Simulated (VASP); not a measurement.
# Ti (P-3m1) in VASP: single point with PBEsol

Aim: the single point of Ti with PBEsol.

Program: VASP 6.6.1. These are calculated values, not measurements. Logs are shortened: lines on timing, memory, paths and dates and some standing lists are left out, and cuts for length are marked.

**1. The cell of the first run**

The structure is trigonal, space group P-3m1 (No. 164). Conventional cell: a = 3.058 Å, b = 3.058 Å, c = 7.801 Å, α = 90.00°, β = 90.00°, γ = 120.00°. Within 3.8 Å of Ti (site symmetry 3m) lie 9 Ti at 2.91 to 3.06 Å.

**2. Single point, PBEsol**

File INCAR:

```
SYSTEM = Ti
  PREC = Accurate
  ENCUT = 520
  EDIFF = 1E-6
  ISMEAR = 1
  SIGMA = 0.1
  LREAL = .FALSE.
  LASPH = .TRUE.
  NELM = 100
  ALGO = Normal
  ISIF = 2
  LWAVE = .FALSE.
  LCHARG = .FALSE.
  GGA = PS
  NBANDS = 19
```

File KPOINTS:

```
Automatic mesh
0
G
  9 9 3
  0 0 0
```

File POSCAR:

```
Ti
1.0
    3.0576297800      0.0000000000      0.0000000000
   -1.5288148900      2.6479850600      0.0000000000
    0.0000000000      0.0000000000      7.8013420000
Ti
2
Direct
    0.3333333333      0.6666666667      0.1481250000
    0.6666666667      0.3333333333      0.8518750000
```

Potentials or basis: VASP PAW PBE potentials, release 64 (Ti_sv).

Command:

```console
> cat potpaw_PBE.64/Ti_sv/POTCAR > POTCAR
> mpirun -np 1 vasp_std > vasp.out
```

OUTCAR:

```text
SYSTEM = Ti
   PREC = Accurate
   ENCUT = 520
   EDIFF = 1E-6
   ISMEAR = 1
   LREAL = .FALSE.
   LASPH = .TRUE.
   NELM = 100
   ISIF = 2
   GGA = PS

 ion  position               nearest neighbor table
   1  0.333  0.667  0.148-   2 2.91   2 2.91   2 2.91
   2  0.667  0.333  0.852-   1 2.91   1 2.91   1 2.91

  LATTYP: Found a hexagonal cell.
 ALAT       =     3.0576297800
 C/A-ratio  =     2.5514344644

  Lattice vectors:

 A1 = (   3.0576297800,   0.0000000000,   0.0000000000)
 A2 = (  -1.5288148900,   2.6479850600,   0.0000000000)
 A3 = (   0.0000000000,   0.0000000000,   7.8013420000)

Analysis of symmetry for initial positions (statically):
=====================================================================
 Subroutine PRICEL returns:
 Original cell was already a primitive cell.

 Routine SETGRP: Setting up the symmetry group for a
 hexagonal supercell.

 Subroutine GETGRP returns: Found 12 space group operations
 (whereof 12 operations were pure point group operations)
 out of a pool of 24 trial point group operations.

The static configuration has the point symmetry D_3d.

Analysis of symmetry for dynamics (positions and initial velocities):
=====================================================================
 Subroutine PRICEL returns:
 Original cell was already a primitive cell.

 Routine SETGRP: Setting up the symmetry group for a
 hexagonal supercell.

 Subroutine GETGRP returns: Found 12 space group operations
 (whereof 12 operations were pure point group operations)
 out of a pool of 24 trial point group operations.

The dynamic configuration has the point symmetry D_3d.

 Subroutine INISYM returns: Found 12 space group operations
 (whereof 12 operations are pure point group operations),
 and found     1 'primitive' translations

----------------------------------------------------------------------------------------

                                     Primitive cell

  volume of cell :      63.1640

  direct lattice vectors                    reciprocal lattice vectors
     3.057629780  0.000000000  0.000000000     0.327050713  0.188822818  0.000000000
    -1.528814890  2.647985060  0.000000000     0.000000000  0.377645635  0.000000000
     0.000000000  0.000000000  7.801342000     0.000000000  0.000000000  0.128183074

  length of vectors
     3.057629780  3.057629776  7.801342000     0.377645635  0.377645635  0.128183074

  position of ions in fractional coordinates (direct lattice)
     0.333333333  0.666666667  0.148125000
     0.666666667  0.333333333  0.851875000

  ion indices of the primitive-cell ions
   primitive index   ion index
                 1           1
                 2           2

----------------------------------------------------------------------------------------

 KPOINTS: Automatic mesh

Automatic generation of k-mesh.
 Grid dimensions read from file:
 generate k-points for:    9    9    3

 Generating k-lattice:

  Cartesian coordinates                     Fractional coordinates (reciprocal lattice)
     0.036338968  0.020980313  0.000000000     0.111111111  0.000000000  0.000000000
     0.000000000  0.041960626  0.000000000     0.000000000  0.111111111  0.000000000
     0.000000000  0.000000000  0.042727691     0.000000000  0.000000000  0.333333333

  Length of vectors
     0.041960626  0.041960626  0.042727691

  Shift w.r.t. Gamma in fractional coordinates (k-lattice)
     0.000000000  0.000000000  0.000000000

 Subroutine IBZKPT returns following result:
 ===========================================

 Found     31 irreducible k-points:

 Following reciprocal coordinates:
            Coordinates               Weight
  0.000000  0.000000  0.000000      1.000000
  0.111111 -0.000000  0.000000      6.000000
  0.222222  0.000000  0.000000      6.000000
  0.333333  0.000000  0.000000      6.000000
  0.444444  0.000000  0.000000      6.000000
  0.111111  0.111111  0.000000      6.000000
[... 16 lines left out ...]
  0.222222  0.111111  0.333333     12.000000
 -0.111111  0.333333  0.333333     12.000000
 [... further k-points ...]
   k-points           NKPTS =     31   k-points in BZ     NKDIM =     31   number of bands    NBANDS=     19
   number of dos      NEDOS =    301   number of ions     NIONS =      2
   total plane-waves  NPLWV =  34560
   dimension x,y,z NGX =    24 NGY =   24 NGZ =   60
   dimension x,y,z NGXF=    48 NGYF=   48 NGZF=  120
   ions per type =               2
   NGX,Y,Z   is equivalent  to a cutoff of  13.05, 13.05, 12.79 a.u.
   NGXF,Y,Z  is equivalent  to a cutoff of  26.10, 26.10, 25.57 a.u.
 SYSTEM =  Ti
   PREC   = accura    normal or accurate (medium, high low for compatibility)
   ISTART =      0    job   : 0-new  1-cont  2-samecut
   ICHARG =      2    charge: 1-file 2-atom 10-const
   ISPIN  =      1    spin polarized calculation?
   LNONCOLLINEAR =      F non collinear calculations
   LSORBIT =      F    spin-orbit coupling
   LASPH  =      T    aspherical Exc in radial PAW
   ENCUT  =  520.0 eV  38.22 Ry    6.18 a.u.   5.69  5.69 14.51*2*pi/ulx,y,z
   NELM   =    100;   NELMIN=  2; NELMDL= -5     # of ELM steps
   EDIFF  = 0.1E-05   stopping-criterion for ELM
   LREAL  =      F    real-space projection
   EDIFFG = 0.1E-04   stopping-criterion for IOM
   NSW    =      0    number of steps for IOM
   IBRION =     -1    ionic relax: 0-MD 1-quasi-New 2-CG
   NFREE  =      0    steps in history (QN), initial steepest desc. (CG)
   ISIF   =      2    stress and relaxation
   ISYM   =      2    0-nonsym 1-usesym 2-fastsym
   POTIM  = 0.5000    time-step for ionic-motion
   TEBEG  =    0.0;   TEEND  =   0.0 temperature during run
   PSTRESS=    0.0 pullay stress
   NELECT =      24.0000    total number of electrons
   NUPDOWN=      -1.0000    fix difference up-down
   EMIN   =  10.00;   EMAX   =-10.00  energy-range for DOS
   EFERMI =   0.00;   METHOD = LEGACY
   ISMEAR =     1;   SIGMA  =   0.10  broadening in eV -4-tet -1-fermi 0-gaus
   EFERMI_NEDOS =   21; number of points for ismear=-14 and -15
   IALGO  =     38    algorithm
   IMIX   =      4    mixing-type and parameters
     AMIX     =   0.40;   BMIX     =  1.00
     AMIX_MAG =   1.60;   BMIX_MAG =  1.00
  volume/ion in A,a.u.               =      31.58       213.13
  Fermi-wavevector in a.u.,A,eV,Ry     =   1.185738  2.240720 19.129439  1.405974
  Thomas-Fermi vector in A             =   2.321925
   LORBIT       =      0    0 simple, 1 ext, 2 COOP (PROOUT), +10 PAW based schemes
   GGA     = PS    functional components
   LHFCALC =     F    Hartree Fock is set to
   AEXX    =    0.0000 exact exchange contribution
   IVDW    =     0    specifies the selected vdW correction
   LEPSILON=     F    determine dielectric tensor
   LRPA    =     F    only Hartree local field effects (RPA)
 non-spin polarized calculation
 Methfessel and Paxton  Order N= 1 SIGMA  =   0.10
  energy-cutoff  :      520.00
  volume of cell :       63.16
 maximum number of plane-waves:      1722
 NGX is ok and might be reduce to    24
   NGX = 11   NGY = 11   NGZ = 29

 number of electron      23.9999992 magnetization

 Free energy of the ion-electron system (eV)
  ---------------------------------------------------
  ext. energy  EPLUGINS =         0.00000000
  ---------------------------------------------------
  free energy    TOTEN  =       -14.42039461 eV

  energy without entropy =      -14.42371914  energy(sigma->0) =      -14.42150279

 E-fermi :   3.0129     XC(G=0):  -8.4829

 val. band max:        3.0111015861   @ k =   0.0000   0.4444   0.3333
 cond. band min:       3.0347996738   @ k =   0.3333   0.2222   0.3333
 fundamental gap:      0.0236980877
 Fermi energy:         3.0129194715

 k-point     1 :       0.0000    0.0000    0.0000
  band No.  band energies     occupation
      1     -53.9611      2.00000
      2     -53.9017      2.00000
      3     -30.4877      2.00000
      4     -30.1871      2.00000
      5     -30.0784      2.00000
      6     -30.0784      2.00000
[... 11 lines left out ...]
     18       4.8078     -0.00000
     19       4.8078     -0.00000

 k-point     2 :       0.1111   -0.0000    0.0000
  band No.  band energies     occupation
      1     -53.9544      2.00000
      2     -53.8982      2.00000
      3     -30.4770      2.00000
      4     -30.2016      2.00000
      5     -30.1034      2.00000
      6     -30.0894      2.00000
[... 11 lines left out ...]
     18       4.7587     -0.00000
     19       4.8448     -0.00000

 k-point     3 :       0.2222    0.0000    0.0000
  band No.  band energies     occupation
      1     -53.9370      2.00000
      2     -53.8898      2.00000
      3     -30.4511      2.00000
      4     -30.2617      2.00000
      5     -30.1541      2.00000
      6     -30.1374      2.00000
[... 11 lines left out ...]
     18       4.8525     -0.00000
     19       5.1451      0.00000

 k-point     4 :       0.3333    0.0000    0.0000
  band No.  band energies     occupation
      1     -53.9157      2.00000
      2     -53.8816      2.00000
      3     -30.4300      2.00000
      4     -30.3540      2.00000
      5     -30.2273      2.00000
      6     -30.1718      2.00000
[... 11 lines left out ...]
     18       5.3520      0.00000
     19       5.5492      0.00000

 k-point     5 :       0.4444    0.0000    0.0000
  band No.  band energies     occupation
      1     -53.8999      2.00000
      2     -53.8781      2.00000
      3     -30.4329      2.00000
      4     -30.4194      2.00000
      5     -30.2492      2.00000
      6     -30.1968      2.00000
[... 11 lines left out ...]
     18       5.7290      0.00000
     19       5.8381      0.00000
[... 334 lines left out ...]
      2     -53.8781      2.00000
      3     -30.4329      2.00000
      4     -30.4194      2.00000
      5     -30.2492      2.00000
      6     -30.1968      2.00000
[... 11 lines left out ...]
     18       5.7288      0.00000
     19       5.8394      0.00000

 k-point    22 :       0.1111    0.1111    0.3333
  band No.  band energies     occupation
      1     -53.9423      2.00000
      2     -53.8923      2.00000
      3     -30.4585      2.00000
      4     -30.2376      2.00000
      5     -30.1388      2.00000
      6     -30.1298      2.00000
[... 11 lines left out ...]
     18       4.7166     -0.00000
     19       4.8889     -0.00000

 k-point    23 :       0.2222    0.1111    0.3333
  band No.  band energies     occupation
      1     -53.9229      2.00000
      2     -53.8840      2.00000
      3     -30.4334      2.00000
      4     -30.3098      2.00000
      5     -30.2143      2.00000
      6     -30.1586      2.00000
[... 11 lines left out ...]
     18       4.9686     -0.00000
     19       5.3100      0.00000

 k-point    24 :      -0.1111    0.3333    0.3333
  band No.  band energies     occupation
      1     -53.9229      2.00000
      2     -53.8840      2.00000
      3     -30.4334      2.00000
      4     -30.3098      2.00000
      5     -30.2143      2.00000
      6     -30.1586      2.00000
[... 11 lines left out ...]
     18       5.0565      0.00000
     19       5.3288      0.00000

 [... further k-points ...]

------------------------ aborting loop because EDIFF is reached ----------------------------------------

  FORCE on cell =-STRESS in cart. coord.  units (eV):
  Direction    XX          YY          ZZ          XY          YZ          ZX
  --------------------------------------------------------------------------------------
  -------------------------------------------------------------------------------------
  Total       -4.0907984     -4.0907984     -4.2785175      0.0000000     -0.0000000      0.0000000
  in kB     -103.7645285   -103.7645281   -108.5260872      0.0000000     -0.0000000      0.0000000
  external PRESSURE =    -105.3517146 kB  Pullay stress =       0.0000000 kB

 VOLUME and BASIS-vectors are now :
 -----------------------------------------------------------------------------
  energy-cutoff  :      520.00
  volume of cell :       63.16
      direct lattice vectors                 reciprocal lattice vectors
     3.057629780  0.000000000  0.000000000     0.327050713  0.188822818  0.000000000
    -1.528814890  2.647985060  0.000000000     0.000000000  0.377645635  0.000000000
     0.000000000  0.000000000  7.801342000     0.000000000  0.000000000  0.128183074

 POSITION                                       TOTAL-FORCE (eV/Angst)
 -----------------------------------------------------------------------------------
     -0.00000      1.76532      1.15557         0.000000      0.000000     -1.331540
      1.52881      0.88266      6.64577        -0.000000     -0.000000      1.331540
 -----------------------------------------------------------------------------------
    total drift:                                0.000000      0.000000      0.000000

  FREE ENERGIE OF THE ION-ELECTRON SYSTEM (eV)
  ---------------------------------------------------
  free  energy   TOTEN  =       -14.4203946110 eV

  energy  without entropy=      -14.4237191432  energy(sigma->0) =      -14.42150279
```

It took 86 s on 1 thread of AMD EPYC 7R13, shared host; peak memory 0.16 GiB.

Results:

```
Free energy            : -14.4204 eV
Pressure               : -10.5 GPa
Largest force          : 1.332 eV/Å
Band gap on the k mesh : zero (band 12 reaches 3.56 eV, above the bottom of band 13 at 2.67 eV)
```

Forces in eV/Å, atoms in the order of the input:
```
Ti   0.000  0.000 -1.332
Ti   0.000  0.000  1.332
```

Caveat: the PAW data sets were made with another functional, which shifts forces and pressure a little.
